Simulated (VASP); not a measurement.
# HgTe (I-4m2) in VASP: single point with PBE

Aim: the single point of HgTe with PBE.

All numbers are computed with VASP 6.6.1; they aren't measurements. Logs are shortened: lines on timing, memory, paths and dates and some standing lists are left out, and cuts for length are marked.

## 1. The cell of the first run

Symmetry: I-4m2, No. 119, tetragonal system. The conventional cell has a = 4.652 Å, b = 4.652 Å, c = 6.317 Å, α = 90.00°, β = 90.00°, γ = 90.00°. Within 3.7 Å of Hg (site symmetry -4m2) lie 4 Te at 2.81 Å. Te (site symmetry -4m2) has 4 Hg at 2.81 Å within 3.7 Å.

## 2. Single point, PBE (uniaxial z strain -4.0%)

The input, INCAR:

```
SYSTEM = HgTe
  PREC = Accurate
  ENCUT = 520
  EDIFF = 1E-6
  ISMEAR = -1
  SIGMA = 0.02
  LREAL = .False.
  LASPH = .True.
  NELM = 60
  ALGO = Normal
  ISIF = 2
  LWAVE = .False.
  LCHARG = .False.
  GGA = PE
  NBANDS = 16
```

The input, KPOINTS:

```
regular mesh
0
Gamma
  6 6 6
  0 0 0
```

The input, POSCAR:

```
HgTe
1.0
    0.0000000000      3.2891972858      3.1582872338
    3.2891972858      0.0000000000      3.1582872338
    3.2891972858      3.2891972858      0.0000000000
Hg Te
1 1
Direct
    0.0000000000      0.0000000000      0.0000000000
    0.2500000000      0.2500000000      0.2500000000
```

Potentials or basis: VASP PAW PBE potentials, release 64 (Hg, Te).

Launch:

```console
> cat potpaw_PBE.64/Hg/POTCAR potpaw_PBE.64/Te/POTCAR > POTCAR
> mpirun -np 1 vasp_std > vasp.out
```

OUTCAR:

```text
SYSTEM = HgTe
   PREC = Accurate
   ENCUT = 520
   EDIFF = 1E-6
   ISMEAR = -1
   LREAL = .False.
   LASPH = .True.
   NELM = 60
   ISIF = 2
   GGA = PE

 ion  position               nearest neighbor table
   1  0.000  0.000  0.000-   2 2.81   2 2.81   2 2.81   2 2.81
   2  0.250  0.250  0.250-   1 2.81   1 2.81   1 2.81   1 2.81

  LATTYP: Found a body centered tetragonal cell.
 ALAT       =     4.6516274109
 C/A-ratio  =     1.3579278626

  Lattice vectors:

 A1 = (   0.0000000000,  -3.2891972858,  -3.1582872338)
 A2 = (   0.0000000000,   3.2891972858,  -3.1582872338)
 A3 = (   3.2891972858,   0.0000000000,   3.1582872338)

Analysis of symmetry for initial positions (statically):
=====================================================================
 Subroutine PRICEL returns:
 Original cell was already a primitive cell.

 Routine SETGRP: Setting up the symmetry group for a
 body centered tetragonal supercell.

 Subroutine GETGRP returns: Found  8 space group operations
 (whereof  8 operations were pure point group operations)
 out of a pool of 16 trial point group operations.

The static configuration has the point symmetry D_2d.

Analysis of symmetry for dynamics (positions and initial velocities):
=====================================================================
 Subroutine PRICEL returns:
 Original cell was already a primitive cell.

 Routine SETGRP: Setting up the symmetry group for a
 body centered tetragonal supercell.

 Subroutine GETGRP returns: Found  8 space group operations
 (whereof  8 operations were pure point group operations)
 out of a pool of 16 trial point group operations.

The dynamic configuration has the point symmetry D_2d.

 Subroutine INISYM returns: Found  8 space group operations
 (whereof  8 operations are pure point group operations),
 and found     1 'primitive' translations

----------------------------------------------------------------------------------------

                                     Primitive cell

  volume of cell :      68.3379

  direct lattice vectors                    reciprocal lattice vectors
     0.000000000  3.289197286  3.158287234    -0.152012773  0.152012773  0.158313656
     3.289197286  0.000000000  3.158287234     0.152012773 -0.152012773  0.158313656
     3.289197286  3.289197286  0.000000000     0.152012773  0.152012773 -0.158313656

  length of vectors
     4.559999675  4.559999675  4.651627411     0.266981235  0.266981235  0.266981235

  position of ions in fractional coordinates (direct lattice)
[... 79 lines left out ...]
   EDIFF  = 0.1E-05   stopping-criterion for ELM
   LREAL  =      F    real-space projection
   EDIFFG = 0.1E-04   stopping-criterion for IOM
   NSW    =      0    number of steps for IOM
   IBRION =     -1    ionic relax: 0-MD 1-quasi-New 2-CG
   NFREE  =      0    steps in history (QN), initial steepest desc. (CG)
   ISIF   =      2    stress and relaxation
   ISYM   =      2    0-nonsym 1-usesym 2-fastsym
   POTIM  = 0.5000    time-step for ionic-motion
   TEBEG  =    0.0;   TEEND  =   0.0 temperature during run
   PSTRESS=    0.0 pullay stress
   NELECT =      18.0000    total number of electrons
   NUPDOWN=      -1.0000    fix difference up-down
   EMIN   =  10.00;   EMAX   =-10.00  energy-range for DOS
   EFERMI =   0.00;   METHOD = LEGACY
   ISMEAR =    -1;   SIGMA  =   0.02  broadening in eV -4-tet -1-fermi 0-gaus
   EFERMI_NEDOS =   21; number of points for ismear=-14 and -15
   IALGO  =     38    algorithm
   IMIX   =      4    mixing-type and parameters
     AMIX     =   0.40;   BMIX     =  1.00
     AMIX_MAG =   1.60;   BMIX_MAG =  1.00
  volume/ion in A,a.u.               =      34.17       230.58
  Fermi-wavevector in a.u.,A,eV,Ry     =   1.049410  1.983097 14.983569  1.101261
  Thomas-Fermi vector in A             =   2.184371
   LORBIT       =      0    0 simple, 1 ext, 2 COOP (PROOUT), +10 PAW based schemes
   GGA     = PE    functional components
   LHFCALC =     F    Hartree Fock is set to
   AEXX    =    0.0000 exact exchange contribution
   IVDW    =     0    specifies the selected vdW correction
   LEPSILON=     F    determine dielectric tensor
   LRPA    =     F    only Hartree local field effects (RPA)
 non-spin polarized calculation
  energy-cutoff  :      520.00
  volume of cell :       68.34
 maximum number of plane-waves:      1883
 NGX is ok and might be reduce to    36
   NGX = 17   NGY = 17   NGZ = 17

 number of electron      18.0000001 magnetization

 Free energy of the ion-electron system (eV)
  ---------------------------------------------------
  ext. energy  EPLUGINS =         0.00000000
  ---------------------------------------------------
  free energy    TOTEN  =        -3.58842886 eV

  energy without entropy =       -3.58833756  energy(sigma->0) =       -3.58838321

 E-fermi :   2.9976     XC(G=0):  -8.6877

 val. band max:        2.9278282472   @ k =   0.0000   0.0000   0.0000
 cond. band min:       3.0528030779   @ k =   0.0000   0.0000   0.0000
 fundamental gap:      0.1249748307
 Fermi energy:         2.9975623020

 k-point     1 :       0.0000    0.0000    0.0000
  band No.  band energies     occupation
      1      -8.9222      2.00000
      2      -4.3126      2.00000
      3      -4.3126      2.00000
      4      -4.3051      2.00000
      5      -3.8115      2.00000
      6      -3.7840      2.00000
[... 433 lines left out ...]
      3      -4.0328      2.00000
      4      -3.9591      2.00000
      5      -3.7549      2.00000
      6      -3.4838      2.00000
[... 8 lines left out ...]
     15      13.3171      0.00000
     16      14.3021      0.00000

 [... further k-points ...]

------------------------ aborting loop because EDIFF is reached ----------------------------------------

  FORCE on cell =-STRESS in cart. coord.  units (eV):
  Direction    XX          YY          ZZ          XY          YZ          ZX
  --------------------------------------------------------------------------------------
  -------------------------------------------------------------------------------------
  Total        1.2789727      1.2789727      1.4579635      0.0000000      0.0000000      0.0000000
  in kB       29.9854380     29.9854380     34.1818649      0.0000000      0.0000000      0.0000000
  external PRESSURE =      31.3842470 kB  Pullay stress =       0.0000000 kB

 VOLUME and BASIS-vectors are now :
 -----------------------------------------------------------------------------
  energy-cutoff  :      520.00
  volume of cell :       68.34
      direct lattice vectors                 reciprocal lattice vectors
     0.000000000  3.289197286  3.158287234    -0.152012773  0.152012773  0.158313656
     3.289197286  0.000000000  3.158287234     0.152012773 -0.152012773  0.158313656
     3.289197286  3.289197286  0.000000000     0.152012773  0.152012773 -0.158313656

 POSITION                                       TOTAL-FORCE (eV/Angst)
 -----------------------------------------------------------------------------------
      0.00000      0.00000      0.00000         0.000000      0.000000      0.000000
      1.64460      1.64460      1.57914        -0.000000     -0.000000     -0.000000
 -----------------------------------------------------------------------------------
    total drift:                               -0.000000     -0.000000      0.000000

  FREE ENERGIE OF THE ION-ELECTRON SYSTEM (eV)
  ---------------------------------------------------
  free  energy   TOTEN  =        -3.5884288577 eV

  energy  without entropy=       -3.5883375570  energy(sigma->0) =       -3.58838321
```

stdout:

```text
POSCAR found type information on POSCAR HgTe
 POSCAR found :  2 types and       2 ions
 scaLAPACK will be used
 LDA part: xc-table for (Slater+PW92), standard interpolation
 POSCAR, INCAR and KPOINTS ok, starting setup
 FFT: planning ... GRIDC
 FFT: planning ... GRID_SOFT
 FFT: planning ... GRID
 WAVECAR not read
 entering main loop
```

It took 19 s on 1 thread of AMD EPYC 9R45 (Zen 5), shared host; peak memory 0.19 GiB.

Results:

```
Free energy            : -3.5884 eV
Pressure               : 3.1 GPa
Band gap on the k mesh : 0.12 eV
```

Stress tensor (GPa, compression positive):
```
3.00 0.00 0.00
0.00 3.00 0.00
0.00 0.00 3.42
```

Caveat: the cell differs from its parent crystal (uniaxial z strain -4.0%); the cell stands under pressure; spin-orbit coupling is left out, which moves the levels of the heavy elements.
